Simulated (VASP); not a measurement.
# WSe2 (R3m) in VASP: settings compared, part 2 of 2

VASP 6.6.1.

## 3. Single point, PBE

Input file INCAR:

```
PREC = Accurate
ENCUT = 520
EDIFF = 1E-6
ISMEAR = 0
SIGMA = 0.01
LREAL = F
LASPH = T
NELM = 80
ALGO = Normal
ISIF = 2
LWAVE = F
LCHARG = F
GGA = PE
NBANDS = 20
```

Input file KPOINTS:

```
Automatic mesh
0
Gamma
  6 6 6
```

Input file POSCAR:

```
WSe2
1.0
    1.6510739550      0.9532479924      6.5796479589
   -1.6510739550      0.9532479924      6.5796479589
    0.0000000000     -1.9064959847      6.5796479589
W Se
1 2
Direct
   -0.0000183143     -0.0000183143     -0.0000183143
    0.4176504314      0.4176504314      0.4176504314
    0.2490345495      0.2490345495      0.2490345495
```

Potentials or basis: VASP PAW PBE potentials, release 64 (W_sv, Se).

On the command line:

```bash
$ cat potpaw_PBE.64/W_sv/POTCAR potpaw_PBE.64/Se/POTCAR > POTCAR
$ mpirun -np 1 vasp_std > vasp.out
```

OUTCAR:

```text
PREC = Accurate
   ENCUT = 520
   EDIFF = 1E-6
   ISMEAR = 0
   LREAL = F
   LASPH = T
   NELM = 80
   ISIF = 2
   GGA = PE

 ion  position               nearest neighbor table
   1  1.000  1.000  1.000-   3 2.53   3 2.53   3 2.53   2 2.53   2 2.53   2 2.53
   2  0.418  0.418  0.418-   1 2.53   1 2.53   1 2.53
   3  0.249  0.249  0.249-   1 2.53   1 2.53   1 2.53

  LATTYP: Found a trigonal (rhomboedric) cell.
 ALAT       =     6.8502915415
 COS(alpha) =     0.8838163706

  Lattice vectors:

 A1 = (   1.6510739550,   0.9532479924,   6.5796479589)
 A2 = (  -1.6510739550,   0.9532479924,   6.5796479589)
 A3 = (   0.0000000000,  -1.9064959847,   6.5796479589)

Analysis of symmetry for initial positions (statically):
=====================================================================
 Subroutine PRICEL returns:
 Original cell was already a primitive cell.

 Routine SETGRP: Setting up the symmetry group for a
 trigonal (rhombohedral) supercell.

 Subroutine GETGRP returns: Found  6 space group operations
[... 164 lines left out ...]
  free energy    TOTEN  =       -21.57628853 eV

  energy without entropy =      -21.57628853  energy(sigma->0) =      -21.57628853

 E-fermi :   6.2709     XC(G=0): -10.6056

 val. band max:        6.0307381239   @ k =   0.5000   0.5000   0.5000
 cond. band min:       7.1123679345   @ k =  -0.1667   0.1667   0.0000
 fundamental gap:      1.0816298106
 Fermi energy:         6.2709143075

 k-point     1 :       0.0000    0.0000    0.0000
  band No.  band energies     occupation
      1     -68.3074      2.00000
      2     -32.5516      2.00000
      3     -32.4325      2.00000
      4     -32.4325      2.00000
      5      -9.2036      2.00000
      6      -7.6471      2.00000
[... 541 lines left out ...]
     19      13.3700      0.00000
     20      14.2515      0.00000

 [... further k-points ...]

------------------------ aborting loop because EDIFF is reached ----------------------------------------

  FORCE on cell =-STRESS in cart. coord.  units (eV):
  Direction    XX          YY          ZZ          XY          YZ          ZX
  --------------------------------------------------------------------------------------
  -------------------------------------------------------------------------------------
  Total        1.1922306      1.1922306      1.8607046      0.0000000      0.0000000      0.0000000
  in kB       30.7428779     30.7428779     47.9801574      0.0000000      0.0000000      0.0000000
  external PRESSURE =      36.4886378 kB  Pullay stress =       0.0000000 kB

 VOLUME and BASIS-vectors are now :
 -----------------------------------------------------------------------------
  energy-cutoff  :      520.00
  volume of cell :       62.13
      direct lattice vectors                 reciprocal lattice vectors
     1.651073955  0.953247992  6.579647959     0.302833194  0.174840826  0.050661272
    -1.651073955  0.953247992  6.579647959    -0.302833194  0.174840826  0.050661272
     0.000000000 -1.906495985  6.579647959     0.000000000 -0.349681653  0.050661272

 POSITION                                       TOTAL-FORCE (eV/Angst)
 -----------------------------------------------------------------------------------
      0.00000      0.00000     19.73858         0.000000      0.000000      0.001450
      0.00000      0.00000      8.24398         0.000000      0.000000      0.325578
      0.00000      0.00000      4.91568         0.000000     -0.000000     -0.327028
 -----------------------------------------------------------------------------------
    total drift:                                0.000000     -0.000000     -0.000116

  FREE ENERGIE OF THE ION-ELECTRON SYSTEM (eV)
  ---------------------------------------------------
  free  energy   TOTEN  =       -21.5762885320 eV

  energy  without entropy=      -21.5762885320  energy(sigma->0) =      -21.57628853
```

OSZICAR:

```text
N       E                     dE             d eps       ncg     rms          rms(c)
DAV:   1     0.198294844058E+03    0.19829E+03   -0.12795E+04  1280   0.127E+03
DAV:   2    -0.123594218113E+02   -0.21065E+03   -0.20392E+03  1492   0.331E+02
DAV:   3    -0.224073657091E+02   -0.10048E+02   -0.99115E+01  1584   0.671E+01
DAV:   4    -0.225340891298E+02   -0.12672E+00   -0.12664E+00  1460   0.805E+00
DAV:   5    -0.225353704148E+02   -0.12813E-02   -0.12812E-02  1524   0.903E-01    0.210E+01
DAV:   6    -0.217713463518E+02    0.76402E+00   -0.48025E+00  1380   0.141E+01    0.723E+00
DAV:   7    -0.216334088356E+02    0.13794E+00   -0.14108E+00  1320   0.622E+00    0.451E+00
DAV:   8    -0.215761676363E+02    0.57241E-01   -0.24053E-01  1456   0.324E+00    0.673E-01
DAV:   9    -0.215762696635E+02   -0.10203E-03   -0.10818E-02  1456   0.658E-01    0.345E-01
DAV:  10    -0.215762374876E+02    0.32176E-04   -0.16127E-03  1460   0.303E-01    0.668E-02
DAV:  11    -0.215762678385E+02   -0.30351E-04   -0.16615E-04  1452   0.869E-02    0.517E-02
DAV:  12    -0.215762831981E+02   -0.15360E-04   -0.38729E-05  1424   0.422E-02    0.985E-03
DAV:  13    -0.215762883790E+02   -0.51809E-05   -0.82457E-06  1472   0.191E-02    0.277E-03
DAV:  14    -0.215762885320E+02   -0.15308E-06   -0.58604E-07  1096   0.454E-03
   1 F= -.21576289E+02 E0= -.21576289E+02  d E =0.000000E+00
```

stdout:

```text
POSCAR found type information on POSCAR W Se
 POSCAR found :  2 types and       3 ions
 scaLAPACK will be used
 LDA part: xc-table for (Slater+PW92), standard interpolation
 POSCAR, INCAR and KPOINTS ok, starting setup
 FFT: planning ... GRIDC
 FFT: planning ... GRID_SOFT
 FFT: planning ... GRID
 WAVECAR not read
 entering main loop
```

Run time: 2.1 min. Hardware: 1 thread of Intel Xeon Platinum 8375C at 2.90GHz (Ice Lake), shared host; peak memory 0.39 GiB.

What came out:

```yaml
Free_energy: -21.5763 eV
Pressure: 3.6 GPa
Largest_force: 0.327 eV/Å
Band_gap_on_the_k_mesh: 1.08 eV, indirect (least direct gap 1.57 eV)
```

Forces in eV/Å, atoms in the order of the input:
```
W    0.000  0.000  0.001
Se   0.000  0.000  0.326
Se   0.000  0.000 -0.327
```

Caveat: spin-orbit coupling is left out, which moves the levels of the heavy elements.
